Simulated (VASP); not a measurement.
# W (Im-3m) in VASP: notebook

The runs below take W through single point, with r2SCAN.

Everything below comes from runs of VASP 6.6.1. Logs are shortened: lines on timing, memory, paths and dates and some standing lists are left out, and cuts for length are marked.

## 1. The cell of the first run

Symmetry: Im-3m, No. 229, cubic system. The conventional cell has a = 3.266 Å, b = 3.266 Å, c = 3.266 Å, α = 90.00°, β = 90.00°, γ = 90.00°. Within 3.7 Å of W (site symmetry m-3m) lie 14 W at 2.83 to 3.27 Å.

## 2. Single point, r2SCAN

POSCAR reads:

```
W
1.0
    0.0000000000      0.0000000000      3.2661851600
    3.2661851600      0.0000000000      0.0000000000
    0.0000000000      3.2661851600      0.0000000000
W
2
Direct
    0.0000000000      0.0000000000      0.0000000000
    0.5000000000      0.5000000000      0.5000000000
```

INCAR.step1 reads:

```
SYSTEM = W
PREC     = Accurate       ! precision mode
ENCUT    = 550            ! plane-wave cutoff, eV
ISMEAR   = -1             ! smearing method
SIGMA    = 0.1            ! smearing width, eV
LREAL    = .False.        ! projectors in reciprocal space
LASPH    = .True.         ! aspherical terms in the spheres
NELM     = 120            ! most SCF steps
NBANDS   = 21             ! bands
GGA      = PE             ! functional
ALGO     = Normal         ! electronic algorithm
EDIFF    = 1E-5           ! SCF threshold, eV
LWAVE    = .True.         ! write WAVECAR
LCHARG   = .False.        ! write CHGCAR
GGA_COMPAT= .False.
```

INCAR.step2 reads:

```
SYSTEM = W
PREC     = Accurate       ! precision mode
ENCUT    = 550            ! plane-wave cutoff, eV
EDIFF    = 1E-6           ! SCF threshold, eV
ISMEAR   = -1             ! smearing method
SIGMA    = 0.1            ! smearing width, eV
LREAL    = .False.        ! projectors in reciprocal space
LASPH    = .True.         ! aspherical terms in the spheres
NELM     = 120            ! most SCF steps
ALGO     = Normal         ! electronic algorithm
ISIF     = 2              ! what is computed and relaxed
LWAVE    = .False.        ! write WAVECAR
LCHARG   = .True.         ! write CHGCAR
METAGGA  = R2SCAN         ! meta-GGA
LMIXTAU  = .True.       
LELF     = .True.         ! ELF
LVHAR    = .True.       
NBANDS   = 21             ! bands
ISTART   = 1            
GGA_COMPAT= .False.
```

KPOINTS reads:

```
Automatic mesh
0
Gamma
  6 6 6
  0 0 0
```

Potentials or basis: VASP PAW PBE potentials, release 64 (W_sv).

Launch:

```console
$ cat potpaw_PBE.64/W_sv/POTCAR > POTCAR
$ cp INCAR.step1 INCAR
$ mpirun -np 1 vasp_std > vasp.out
$ cp INCAR.step2 INCAR
$ mpirun -np 1 vasp_std > vasp.out
```

OUTCAR:

```text
SYSTEM = W
   PREC = Accurate
   ENCUT = 550
   EDIFF = 1E-6
   ISMEAR = -1
   LREAL = .False.
   LASPH = .True.
   NELM = 120
   ISIF = 2
   METAGGA = R2SCAN
   ISTART = 1

 ion  position               nearest neighbor table
   1  0.000  0.000  0.000-   2 2.83   2 2.83   2 2.83   2 2.83   2 2.83   2 2.83   2 2.83   2 2.83

   2  0.500  0.500  0.500-   1 2.83   1 2.83   1 2.83   1 2.83   1 2.83   1 2.83   1 2.83   1 2.83

  LATTYP: Found a simple cubic cell.
 ALAT       =     3.2661851600

  Lattice vectors:

 A1 = (   0.0000000000,   0.0000000000,   3.2661851600)
 A2 = (   3.2661851600,   0.0000000000,   0.0000000000)
 A3 = (   0.0000000000,   3.2661851600,   0.0000000000)

Analysis of symmetry for initial positions (statically):
=====================================================================
 Subroutine PRICEL returns following result:

  LATTYP: Found a body centered cubic cell.
 ALAT       =     3.2661851600

  Lattice vectors:

 A1 = (   1.6330925800,  -1.6330925800,   1.6330925800)
 A2 = (   1.6330925800,   1.6330925800,  -1.6330925800)
 A3 = (  -1.6330925800,   1.6330925800,   1.6330925800)

   2 primitive cells build up your supercell.

 Routine SETGRP: Setting up the symmetry group for a
 simple cubic supercell.

 Subroutine GETGRP returns: Found 48 space group operations
 (whereof 48 operations were pure point group operations)
 out of a pool of 48 trial point group operations.

The static configuration has the point symmetry O_h .

Analysis of symmetry for dynamics (positions and initial velocities):
=====================================================================
 Subroutine PRICEL returns following result:

  LATTYP: Found a body centered cubic cell.
 ALAT       =     3.2661851600

  Lattice vectors:

 A1 = (   1.6330925800,  -1.6330925800,   1.6330925800)
 A2 = (   1.6330925800,   1.6330925800,  -1.6330925800)
 A3 = (  -1.6330925800,   1.6330925800,   1.6330925800)

   2 primitive cells build up your supercell.

 Routine SETGRP: Setting up the symmetry group for a
 simple cubic supercell.

 Subroutine GETGRP returns: Found 48 space group operations
 (whereof 48 operations were pure point group operations)
 out of a pool of 48 trial point group operations.

The dynamic configuration has the point symmetry O_h .

 Subroutine INISYM returns: Found 48 space group operations
 (whereof 48 operations are pure point group operations),
 and found     2 'primitive' translations

----------------------------------------------------------------------------------------

                                     Primitive cell

  volume of cell :      17.4218

  direct lattice vectors                    reciprocal lattice vectors
     1.633092580 -1.633092580  1.633092580     0.306167578  0.000000000  0.306167578
     1.633092580  1.633092580 -1.633092580     0.306167578  0.306167578 -0.000000000
    -1.633092580  1.633092580  1.633092580     0.000000000  0.306167578  0.306167578

  length of vectors
     2.828599322  2.828599322  2.828599322     0.432986341  0.432986341  0.432986341

  position of ions in fractional coordinates (direct lattice)
     0.000000000  0.000000000  0.000000000

  ion indices of the primitive-cell ions
   primitive index   ion index
                 1           1

----------------------------------------------------------------------------------------

 KPOINTS: Automatic mesh

Automatic generation of k-mesh.
 Grid dimensions read from file:
 generate k-points for:    6    6    6

 Generating k-lattice:

  Cartesian coordinates                     Fractional coordinates (reciprocal lattice)
     0.000000000  0.000000000  0.051027930     0.166666667  0.000000000  0.000000000
     0.051027930  0.000000000  0.000000000     0.000000000  0.166666667  0.000000000
     0.000000000  0.051027930  0.000000000     0.000000000  0.000000000  0.166666667

  Length of vectors
     0.051027930  0.051027930  0.051027930

  Shift w.r.t. Gamma in fractional coordinates (k-lattice)
     0.000000000  0.000000000  0.000000000

 Subroutine IBZKPT returns following result:
 ===========================================

 Found     20 irreducible k-points:

 Following reciprocal coordinates:
            Coordinates               Weight
  0.000000  0.000000  0.000000      1.000000
  0.166667  0.000000  0.000000      6.000000
  0.333333  0.000000  0.000000      6.000000
  0.500000  0.000000  0.000000      3.000000
  0.166667  0.166667  0.000000     12.000000
  0.333333  0.166667  0.000000     24.000000
[... 12 lines left out ...]
  0.500000  0.500000  0.333333      6.000000
  0.500000  0.500000  0.500000      1.000000
   k-points           NKPTS =     20   k-points in BZ     NKDIM =     20   number of bands    NBANDS=     21
   number of dos      NEDOS =    301   number of ions     NIONS =      2
   total plane-waves  NPLWV =  21952
   dimension x,y,z NGX =    28 NGY =   28 NGZ =   28
   dimension x,y,z NGXF=    56 NGYF=   56 NGZF=   56
   ions per type =               2
   NGX,Y,Z   is equivalent  to a cutoff of  14.25, 14.25, 14.25 a.u.
   NGXF,Y,Z  is equivalent  to a cutoff of  28.50, 28.50, 28.50 a.u.
 SYSTEM =  W
   PREC   = accura    normal or accurate (medium, high low for compatibility)
   ISTART =      1    job   : 0-new  1-cont  2-samecut
   ICHARG =      0    charge: 1-file 2-atom 10-const
   ISPIN  =      1    spin polarized calculation?
   LNONCOLLINEAR =      F non collinear calculations
   LSORBIT =      F    spin-orbit coupling
   LASPH  =      T    aspherical Exc in radial PAW
   ENCUT  =  550.0 eV  40.42 Ry    6.36 a.u.   6.25  6.25  6.25*2*pi/ulx,y,z
   NELM   =    120;   NELMIN=  2; NELMDL=  0     # of ELM steps
   EDIFF  = 0.1E-05   stopping-criterion for ELM
   LREAL  =      F    real-space projection
   EDIFFG = 0.1E-04   stopping-criterion for IOM
   NSW    =      0    number of steps for IOM
   IBRION =     -1    ionic relax: 0-MD 1-quasi-New 2-CG
   NFREE  =      0    steps in history (QN), initial steepest desc. (CG)
   ISIF   =      2    stress and relaxation
   ISYM   =      2    0-nonsym 1-usesym 2-fastsym
   POTIM  = 0.5000    time-step for ionic-motion
   TEBEG  =    0.0;   TEEND  =   0.0 temperature during run
   PSTRESS=    0.0 pullay stress
   NELECT =      28.0000    total number of electrons
   NUPDOWN=      -1.0000    fix difference up-down
   EMIN   =  10.00;   EMAX   =-10.00  energy-range for DOS
   EFERMI =   0.00;   METHOD = LEGACY
   ISMEAR =    -1;   SIGMA  =   0.10  broadening in eV -4-tet -1-fermi 0-gaus
   EFERMI_NEDOS =   21; number of points for ismear=-14 and -15
   IALGO  =     38    algorithm
   IMIX   =      4    mixing-type and parameters
     AMIX     =   0.40;   BMIX     =  1.00
     AMIX_MAG =   1.60;   BMIX_MAG =  1.00
  volume/ion in A,a.u.               =      17.42       117.57
  Fermi-wavevector in a.u.,A,eV,Ry     =   1.522019  2.876199 31.518460  2.316541
  Thomas-Fermi vector in A             =   2.630655
   LORBIT       =      0    0 simple, 1 ext, 2 COOP (PROOUT), +10 PAW based schemes
   METAGGA = R2SCAN    functional components
   LHFCALC =     F    Hartree Fock is set to
   AEXX    =    0.0000 exact exchange contribution
   IVDW    =     0    specifies the selected vdW correction
   LEPSILON=     F    determine dielectric tensor
   LRPA    =     F    only Hartree local field effects (RPA)
 non-spin polarized calculation
  energy-cutoff  :      550.00
  volume of cell :       34.84
 maximum number of plane-waves:      1064
 NGX is ok and might be reduce to    28
   NGX = 13   NGY = 13   NGZ = 13

 number of electron      28.0000004 magnetization

 Free energy of the ion-electron system (eV)
  ---------------------------------------------------
  ext. energy  EPLUGINS =         0.00000000
  ---------------------------------------------------
  free energy    TOTEN  =      -102.50829995 eV

  energy without entropy =     -102.48396490  energy(sigma->0) =     -102.49613243

 E-fermi :   9.9924     XC(G=0): -14.3534

 val. band max:        9.9665650152   @ k =   0.3333   0.0000   0.0000
 cond. band min:      10.0082493630   @ k =   0.1667   0.1667   0.0000
 fundamental gap:      0.0416843478
 Fermi energy:         9.9924125988

 k-point     1 :       0.0000    0.0000    0.0000
  band No.  band energies     occupation
      1     -66.2606      2.00000
      2     -66.0860      2.00000
      3     -29.9605      2.00000
      4     -29.9605      2.00000
      5     -29.9605      2.00000
      6     -29.2495      2.00000
[... 13 lines left out ...]
     20      17.7745      0.00000
     21      17.7745      0.00000

 k-point     2 :       0.1667    0.0000    0.0000
  band No.  band energies     occupation
      1     -66.2474      2.00000
      2     -66.0962      2.00000
      3     -29.9568      2.00000
      4     -29.9113      2.00000
      5     -29.9113      2.00000
      6     -29.3442      2.00000
[... 13 lines left out ...]
     20      15.9790      0.00000
     21      20.3028      0.00000

 k-point     3 :       0.3333    0.0000    0.0000
  band No.  band energies     occupation
      1     -66.2125      2.00000
      2     -66.1252      2.00000
      3     -29.9155      2.00000
      4     -29.7779      2.00000
      5     -29.7779      2.00000
      6     -29.5654      2.00000
[... 13 lines left out ...]
     20      13.7221      0.00000
     21      24.4036      0.00000
[... 361 lines left out ...]
 k-point    19 :       0.5000    0.5000    0.3333
  band No.  band energies     occupation
      1     -66.1562      2.00000
      2     -66.1562      2.00000
      3     -30.0031      2.00000
      4     -30.0031      2.00000
      5     -29.7095      2.00000
      6     -29.7095      2.00000
[... 13 lines left out ...]
     20      17.3057      0.00000
     21      19.1311      0.00000

 k-point    20 :       0.5000    0.5000    0.5000
  band No.  band energies     occupation
      1     -66.1547      2.00000
      2     -66.1547      2.00000
      3     -29.7520      2.00000
      4     -29.7520      2.00000
      5     -29.7520      2.00000
      6     -29.7520      2.00000
[... 13 lines left out ...]
     20      16.2512      0.00000
     21      21.5820      0.00000

------------------------ aborting loop because EDIFF is reached ----------------------------------------

  FORCE on cell =-STRESS in cart. coord.  units (eV):
  Direction    XX          YY          ZZ          XY          YZ          ZX
  --------------------------------------------------------------------------------------
  -------------------------------------------------------------------------------------
  Total       -5.1572923     -5.1572923     -5.1572923      0.0000000      0.0000000      0.0000000
  in kB     -237.1427889   -237.1427889   -237.1427889      0.0000000      0.0000000      0.0000000
  external PRESSURE =    -237.1427889 kB  Pullay stress =       0.0000000 kB

 VOLUME and BASIS-vectors are now :
 -----------------------------------------------------------------------------
  energy-cutoff  :      550.00
  volume of cell :       34.84
      direct lattice vectors                 reciprocal lattice vectors
     0.000000000  0.000000000  3.266185160     0.000000000  0.000000000  0.306167578
     3.266185160  0.000000000  0.000000000     0.306167578  0.000000000  0.000000000
     0.000000000  3.266185160  0.000000000     0.000000000  0.306167578  0.000000000

 POSITION                                       TOTAL-FORCE (eV/Angst)
 -----------------------------------------------------------------------------------
      0.00000      0.00000      0.00000        -0.000000      0.000000      0.000000
      1.63309      1.63309      1.63309         0.000000     -0.000000     -0.000000
 -----------------------------------------------------------------------------------
    total drift:                                0.000000      0.000000      0.000000

  FREE ENERGIE OF THE ION-ELECTRON SYSTEM (eV)
  ---------------------------------------------------
  free  energy   TOTEN  =      -102.5082999493 eV

  energy  without entropy=     -102.4839649044  energy(sigma->0) =     -102.49613243
```

Wall time 55 s (1 thread of AMD EPYC 7R13 (Zen 3), shared host); peak memory 0.14 GiB.

Results:

```
Free energy            : -102.5083 eV
Pressure               : -23.7 GPa
Band gap on the k mesh : zero (bands 14 and 15 overlap by 0.77 eV)
```

Levels at points of the mesh, in eV from the Fermi level:
| k point | band 10 | band 11 | band 12 | band 13 | band 14 | band 15 | band 16 | band 17 | band 18 | band 19 |
| --- | --- | --- | --- | --- | --- | --- | --- | --- | --- | --- |
| (0.00, 0.00, 0.00) | -5.27 | -5.27 | -1.15 | -1.15 | -1.15 | 2.34 | 2.34 | 4.66 | 4.66 | 4.66 |
| (0.50, 0.00, 0.00) | -5.29 | -2.37 | -2.37 | -0.54 | -0.54 | -0.54 | -0.54 | 1.26 | 1.26 | 3.33 |
| (0.50, 0.50, 0.00) | -5.97 | -3.32 | -3.32 | 0.22 | 0.22 | 2.12 | 2.12 | 3.06 | 3.06 | 5.51 |
| (0.50, 0.50, 0.50) | -2.96 | -2.96 | -2.96 | -2.96 | -2.96 | 3.21 | 3.21 | 3.21 | 3.21 | 6.26 |

Caveat: the cell stands under tension; the PAW data sets were made with another functional, which shifts forces and pressure a little; spin-orbit coupling is left out, which moves the levels of the heavy elements.

(Continued in part 2 of 2.)

The gap in the log of VASP goes by the Fermi energy; the results here count the filled bands.